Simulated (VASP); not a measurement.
# InGaSeS4 (P3m1) in VASP: a series of runs

InGaSeS4 is run at these levels: PBE; tasks: single point, relaxation of cell and atoms.

Everything below comes from runs of VASP 6.6.1. Logs are shortened: lines on timing, memory, paths and dates and some standing lists are left out, and cuts for length are marked.

### Step 1. The cell of the first run

It takes space group P3m1 (No. 156, trigonal). The conventional cell has a = 3.807 Å, b = 3.807 Å, c = 15.943 Å, α = 90.00°, β = 90.00°, γ = 120.00°. In (site symmetry 3m) has 6 S at 2.54 to 2.75 Å within 3.4 Å. Ga (site symmetry 3m) has 1 S at 2.22 Å and 3 Se at 2.48 Å within 2.9 Å. Within 3.3 Å of Se (site symmetry 3m) lie 3 Ga at 2.48 Å. Within 2.5 Å of S (site symmetry 3m) lie 1 S at 1.90 Å. S (site symmetry 3m) has 1 S at 1.90 Å within 2.5 Å. Within 2.9 Å of S (site symmetry 3m) lie 1 Ga at 2.22 Å and 3 In at 2.75 Å. Within 3.4 Å of S (site symmetry 3m) lie 3 In at 2.54 Å.

### Step 2. Single point, PBE

File INCAR:

```
  ALGO = Normal
  EDIFF = 1E-6
  ENCUT = 520
  GGA = PE
  ISIF = 2
  ISMEAR = 0
  LASPH = T
  LCHARG = F
  LREAL = F
  LWAVE = F
  NBANDS = 37
  NELM = 80
  PREC = Accurate
  SIGMA = 0.1
```

File KPOINTS:

```
k-points
0
Gamma
  12 12 2
```

File POSCAR:

```
InGaSeS4
1.0
    3.8065739146      0.0000000000      0.0000000000
   -1.9032869573      3.2965897114      0.0000000000
    0.0000000000      0.0000000000     15.9433350766
In Ga Se S
1 1 1 4
Direct
    0.6666666667      0.3333333333      0.1031542975
    0.0000000000      0.0000000000      0.3460828851
    0.6666666667      0.3333333333      0.4179364017
    0.0000000000      0.0000000000      0.6616886518
    0.0000000000      0.0000000000      0.7811455842
    0.0000000000      0.0000000000      0.2066403318
    0.3333333333      0.6666666667      0.0233518479
```

Potentials or basis: VASP PAW PBE potentials, release 64 (In_d, Ga_d, Se, S).

The run is started by

```bash
cat potpaw_PBE.64/In_d/POTCAR potpaw_PBE.64/Ga_d/POTCAR potpaw_PBE.64/Se/POTCAR potpaw_PBE.64/S/POTCAR > POTCAR
mpirun -np 1 vasp_std > vasp.out
```

OUTCAR:

```text
EDIFF = 1E-6
   ENCUT = 520
   GGA = PE
   ISIF = 2
   ISMEAR = 0
   LASPH = T
   LREAL = F
   NELM = 80
   PREC = Accurate

 ion  position               nearest neighbor table
   1  0.667  0.333  0.103-   7 2.54   7 2.54   7 2.54   6 2.75   6 2.75   6 2.75
   2  0.000  0.000  0.346-   6 2.22   3 2.48   3 2.48   3 2.48
   3  0.667  0.333  0.418-   2 2.48   2 2.48   2 2.48
   4  0.000  0.000  0.662-   5 1.90
   5  0.000  0.000  0.781-   4 1.90
   6  0.000  0.000  0.207-   2 2.22   1 2.75   1 2.75   1 2.75
   7  0.333  0.667  0.023-   1 2.54   1 2.54   1 2.54

  LATTYP: Found a hexagonal cell.
 ALAT       =     3.8065739146
 C/A-ratio  =     4.1883687101

  Lattice vectors:

 A1 = (   3.8065739146,   0.0000000000,   0.0000000000)
 A2 = (  -1.9032869573,   3.2965897114,   0.0000000000)
 A3 = (   0.0000000000,   0.0000000000,  15.9433350766)

Analysis of symmetry for initial positions (statically):
=====================================================================
 Subroutine PRICEL returns:
 Original cell was already a primitive cell.

 Routine SETGRP: Setting up the symmetry group for a
 hexagonal supercell.

 Subroutine GETGRP returns: Found  6 space group operations
 (whereof  6 operations were pure point group operations)
 out of a pool of 24 trial point group operations.

The static configuration has the point symmetry C_3v.

Analysis of symmetry for dynamics (positions and initial velocities):
=====================================================================
 Subroutine PRICEL returns:
 Original cell was already a primitive cell.

 Routine SETGRP: Setting up the symmetry group for a
 hexagonal supercell.

 Subroutine GETGRP returns: Found  6 space group operations
 (whereof  6 operations were pure point group operations)
 out of a pool of 24 trial point group operations.

The dynamic configuration has the point symmetry C_3v.

 Subroutine INISYM returns: Found  6 space group operations
 (whereof  6 operations are pure point group operations),
 and found     1 'primitive' translations

----------------------------------------------------------------------------------------

                                     Primitive cell

  volume of cell :     200.0683

  direct lattice vectors                    reciprocal lattice vectors
     3.806573915  0.000000000  0.000000000     0.262703424  0.151671892  0.000000000
    -1.903286957  3.296589711  0.000000000     0.000000000  0.303343785  0.000000000
     0.000000000  0.000000000 15.943335077     0.000000000  0.000000000  0.062722134

  length of vectors
     3.806573915  3.806573915 15.943335077     0.303343785  0.303343785  0.062722134

  position of ions in fractional coordinates (direct lattice)
     0.666666667  0.333333333  0.103154297
     0.000000000  0.000000000  0.346082885
     0.666666667  0.333333333  0.417936402
     0.000000000  0.000000000  0.661688652
     0.000000000  0.000000000  0.781145584
     0.000000000  0.000000000  0.206640332
     0.333333333  0.666666667  0.023351848

  ion indices of the primitive-cell ions
   primitive index   ion index
                 1           1
                 2           2
                 3           3
                 4           4
                 5           5
                 6           6
                 7           7

----------------------------------------------------------------------------------------

 KPOINTS: k-points

Automatic generation of k-mesh.
 Grid dimensions read from file:
 generate k-points for:   12   12    2

 Generating k-lattice:

  Cartesian coordinates                     Fractional coordinates (reciprocal lattice)
     0.021891952  0.012639324  0.000000000     0.083333333 -0.000000000  0.000000000
     0.000000000  0.025278649  0.000000000     0.000000000  0.083333333  0.000000000
     0.000000000  0.000000000  0.031361067     0.000000000  0.000000000  0.500000000

  Length of vectors
     0.025278649  0.025278649  0.031361067

  Shift w.r.t. Gamma in fractional coordinates (k-lattice)
     0.000000000  0.000000000  0.000000000

 Subroutine IBZKPT returns following result:
 ===========================================

 Found     38 irreducible k-points:

 Following reciprocal coordinates:
            Coordinates               Weight
  0.000000  0.000000  0.000000      1.000000
  0.083333 -0.000000  0.000000      6.000000
  0.166667 -0.000000  0.000000      6.000000
  0.250000  0.000000  0.000000      6.000000
  0.333333 -0.000000  0.000000      6.000000
  0.416667 -0.000000  0.000000      6.000000
[... 16 lines left out ...]
  0.250000  0.000000  0.500000      6.000000
  0.333333 -0.000000  0.500000      6.000000
 [... further k-points ...]
   k-points           NKPTS =     38   k-points in BZ     NKDIM =     38   number of bands    NBANDS=     37
   number of dos      NEDOS =    301   number of ions     NIONS =      7
   total plane-waves  NPLWV =  94080
   dimension x,y,z NGX =    28 NGY =   28 NGZ =  120
   dimension x,y,z NGXF=    56 NGYF=   56 NGZF=  240
   ions per type =               1   1   1   4
   NGX,Y,Z   is equivalent  to a cutoff of  12.23, 12.23, 12.51 a.u.
   NGXF,Y,Z  is equivalent  to a cutoff of  24.46, 24.46, 25.03 a.u.
 SYSTEM =  unknown system
   PREC   = accura    normal or accurate (medium, high low for compatibility)
   ISTART =      0    job   : 0-new  1-cont  2-samecut
   ICHARG =      2    charge: 1-file 2-atom 10-const
   ISPIN  =      1    spin polarized calculation?
   LNONCOLLINEAR =      F non collinear calculations
   LSORBIT =      F    spin-orbit coupling
   LASPH  =      T    aspherical Exc in radial PAW
   ENCUT  =  520.0 eV  38.22 Ry    6.18 a.u.   7.08  7.08 29.64*2*pi/ulx,y,z
   NELM   =     80;   NELMIN=  2; NELMDL= -5     # of ELM steps
   EDIFF  = 0.1E-05   stopping-criterion for ELM
   LREAL  =      F    real-space projection
   EDIFFG = 0.1E-04   stopping-criterion for IOM
   NSW    =      0    number of steps for IOM
   IBRION =     -1    ionic relax: 0-MD 1-quasi-New 2-CG
   NFREE  =      0    steps in history (QN), initial steepest desc. (CG)
   ISIF   =      2    stress and relaxation
   ISYM   =      2    0-nonsym 1-usesym 2-fastsym
   POTIM  = 0.5000    time-step for ionic-motion
   TEBEG  =    0.0;   TEEND  =   0.0 temperature during run
   PSTRESS=    0.0 pullay stress
   NELECT =      56.0000    total number of electrons
   NUPDOWN=      -1.0000    fix difference up-down
   EMIN   =  10.00;   EMAX   =-10.00  energy-range for DOS
   EFERMI =   0.00;   METHOD = LEGACY
   ISMEAR =     0;   SIGMA  =   0.10  broadening in eV -4-tet -1-fermi 0-gaus
   EFERMI_NEDOS =   21; number of points for ismear=-14 and -15
   IALGO  =     38    algorithm
   IMIX   =      4    mixing-type and parameters
     AMIX     =   0.40;   BMIX     =  1.00
     AMIX_MAG =   1.60;   BMIX_MAG =  1.00
  volume/ion in A,a.u.               =      28.58       192.88
  Fermi-wavevector in a.u.,A,eV,Ry     =   1.070890  2.023688 15.603225  1.146805
  Thomas-Fermi vector in A             =   2.206613
   LORBIT       =      0    0 simple, 1 ext, 2 COOP (PROOUT), +10 PAW based schemes
   GGA     = PE    functional components
   LHFCALC =     F    Hartree Fock is set to
   AEXX    =    0.0000 exact exchange contribution
   IVDW    =     0    specifies the selected vdW correction
   LEPSILON=     F    determine dielectric tensor
   LRPA    =     F    only Hartree local field effects (RPA)
 non-spin polarized calculation
 Gauss-broadening in eV      SIGMA  =   0.10
  energy-cutoff  :      520.00
  volume of cell :      200.07
 maximum number of plane-waves:      5439
   NGX = 15   NGY = 15   NGZ = 59

 number of electron      55.9999997 magnetization

 Free energy of the ion-electron system (eV)
  ---------------------------------------------------
  ext. energy  EPLUGINS =         0.00000000
  ---------------------------------------------------
  free energy    TOTEN  =       -27.52138517 eV

  energy without entropy =      -27.51089510  energy(sigma->0) =      -27.51614014

 E-fermi :   2.5160     XC(G=0):  -8.1751

 val. band max:        2.4827686894   @ k =   0.1667   0.0833   0.0000
 cond. band min:       2.5416958172   @ k =   0.4167   0.1667   0.5000
 fundamental gap:      0.0589271278
 Fermi energy:         2.5160030669

 k-point     1 :       0.0000    0.0000    0.0000
  band No.  band energies     occupation
      1     -13.3846      2.00000
      2     -13.2676      2.00000
      3     -13.2676      2.00000
      4     -13.2477      2.00000
      5     -13.1860      2.00000
      6     -13.1860      2.00000
[... 29 lines left out ...]
     36       7.2968      0.00000
     37       7.5437      0.00000

 k-point     2 :       0.0833   -0.0000    0.0000
  band No.  band energies     occupation
      1     -13.3845      2.00000
      2     -13.2814      2.00000
      3     -13.2651      2.00000
      4     -13.2298      2.00000
      5     -13.1898      2.00000
      6     -13.1861      2.00000
[... 29 lines left out ...]
     36       7.3744      0.00000
     37       7.5764      0.00000

 k-point     3 :       0.1667   -0.0000    0.0000
  band No.  band energies     occupation
      1     -13.3871      2.00000
      2     -13.3124      2.00000
      3     -13.2587      2.00000
      4     -13.1965      2.00000
      5     -13.1861      2.00000
      6     -13.1802      2.00000
[... 29 lines left out ...]
     36       7.4601      0.00000
     37       8.1679      0.00000
[... 761 lines left out ...]
 k-point    23 :       0.2500    0.0000    0.5000
  band No.  band energies     occupation
      1     -13.4015      2.00000
      2     -13.3355      2.00000
      3     -13.2503      2.00000
      4     -13.2022      2.00000
      5     -13.1857      2.00000
      6     -13.1108      2.00000
[... 29 lines left out ...]
     36       7.9898      0.00000
     37       8.5899      0.00000

 k-point    24 :       0.3333   -0.0000    0.5000
  band No.  band energies     occupation
      1     -13.4260      2.00000
      2     -13.3415      2.00000
      3     -13.2427      2.00000
      4     -13.2067      2.00000
      5     -13.1845      2.00000
      6     -13.0394      2.00000
[... 29 lines left out ...]
     36       8.0252      0.00000
     37       8.5170      0.00000

 [... further k-points ...]

------------------------ aborting loop because EDIFF is reached ----------------------------------------

  FORCE on cell =-STRESS in cart. coord.  units (eV):
  Direction    XX          YY          ZZ          XY          YZ          ZX
  --------------------------------------------------------------------------------------
  -------------------------------------------------------------------------------------
  Total       -0.0054419     -0.0054419     -0.4881761      0.0000000      0.0000000     -0.0000000
  in kB       -0.0435797     -0.0435797     -3.9093875      0.0000000      0.0000000     -0.0000000
  external PRESSURE =      -1.3321823 kB  Pullay stress =       0.0000000 kB

 VOLUME and BASIS-vectors are now :
 -----------------------------------------------------------------------------
  energy-cutoff  :      520.00
  volume of cell :      200.07
      direct lattice vectors                 reciprocal lattice vectors
     3.806573915  0.000000000  0.000000000     0.262703424  0.151671892  0.000000000
    -1.903286957  3.296589711  0.000000000     0.000000000  0.303343785  0.000000000
     0.000000000  0.000000000 15.943335077     0.000000000  0.000000000  0.062722134

 POSITION                                       TOTAL-FORCE (eV/Angst)
 -----------------------------------------------------------------------------------
      1.90329      1.09886      1.64462         0.000000     -0.000000     -0.019802
      0.00000      0.00000      5.51772        -0.000000      0.000000     -0.034826
      1.90329      1.09886      6.66330         0.000000     -0.000000      0.022054
      0.00000      0.00000     10.54952         0.000000     -0.000000      0.235462
      0.00000      0.00000     12.45407         0.000000     -0.000000     -0.235313
      0.00000      0.00000      3.29454         0.000000     -0.000000      0.022078
     -0.00000      2.19773      0.37231         0.000000     -0.000000      0.010346
 -----------------------------------------------------------------------------------
    total drift:                               -0.000001      0.000001      0.001603

  FREE ENERGIE OF THE ION-ELECTRON SYSTEM (eV)
  ---------------------------------------------------
  free  energy   TOTEN  =       -27.5213851704 eV

  energy  without entropy=      -27.5108951047  energy(sigma->0) =      -27.51614014
```

Run time: 6.5 min. Hardware: 1 thread of Intel Xeon 6975P-C, shared host; peak memory 0.47 GiB.

What came out:

```
Free energy            : -27.5214 eV
Pressure               : -0.1 GPa
Largest force          : 0.235 eV/Å
Band gap on the k mesh : zero (band 28 reaches 3.17 eV, above the bottom of band 29 at 1.94 eV)
```

Forces in eV/Å, atoms in the order of the input:
```
In   0.000  0.000 -0.020
Ga   0.000  0.000 -0.035
Se   0.000  0.000  0.022
S    0.000  0.000  0.235
S    0.000  0.000 -0.235
S    0.000  0.000  0.022
S    0.000  0.000  0.010
```

Levels at points of the mesh, in eV from the Fermi level:
```tsv
k point	band 24	band 25	band 26	band 27	band 28	band 29	band 30	band 31	band 32	band 33
(0.00, 0.00, 0.00)	-1.40	-1.40	-1.02	-1.02	0.50	0.81	0.81	1.85	3.30	3.63
(0.50, 0.00, 0.00)	-3.11	-2.67	-1.65	-1.23	-1.10	0.39	1.03	1.11	2.68	4.16
(0.00, 0.00, 0.50)	-1.40	-1.40	-1.02	-1.02	0.46	0.81	0.81	1.84	3.35	3.69
(0.50, 0.00, 0.50)	-3.11	-2.67	-1.69	-1.23	-1.07	0.40	1.02	1.09	2.73	4.13
```

Caveat: spin-orbit coupling is left out, which moves the levels of the heavy elements; this functional lacks dispersion, which binds the layers, so the pressure and a relaxed spacing across them are unreliable.

(Continued in part 2 of 2.)
